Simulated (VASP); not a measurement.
AlN, 4 atoms in the cell. It takes space group P6_3/mmc (No. 194, hexagonal). Conventional cell: a = 3.339 Å, b = 3.339 Å, c = 4.249 Å, α = 90.00°, β = 90.00°, γ = 120.00°. Al (site symmetry -6m2) has 5 N at 1.93 to 2.12 Å within 2.6 Å. N (site symmetry -6m2) has 5 Al at 1.93 to 2.12 Å within 2.6 Å. 

```yaml
Program: VASP 6.6.1
Task: single point
Functional: PBE
Potentials_or_basis: VASP PAW PBE potentials, release 64 (Al, N)
Cutoff: 520 eV
k_mesh: 9 × 9 × 6
Occupations: gaussian, width 0.02 eV
Spin: no spin polarisation
Dipole_correction: no
Further_INCAR_settings: ALGO = Normal; EDIFF = 1e-07; NBANDS = 16
```

Potentials or basis: VASP PAW PBE potentials, release 64 (Al, N).

Command:

```console
$ cat potpaw_PBE.64/Al/POTCAR potpaw_PBE.64/N/POTCAR > POTCAR
$ mpirun -np 1 vasp_std > vasp.out
```

Hardware: 1 thread of Intel Xeon 8259CL, on a shared host.

Problem. How long does it take, and how much memory?

Solution. Wall time 40 s on 1 thread of Intel Xeon 8259CL, with other jobs on the host, peak memory 0.17 GiB. Counts: scf iterations 14, k points 48.
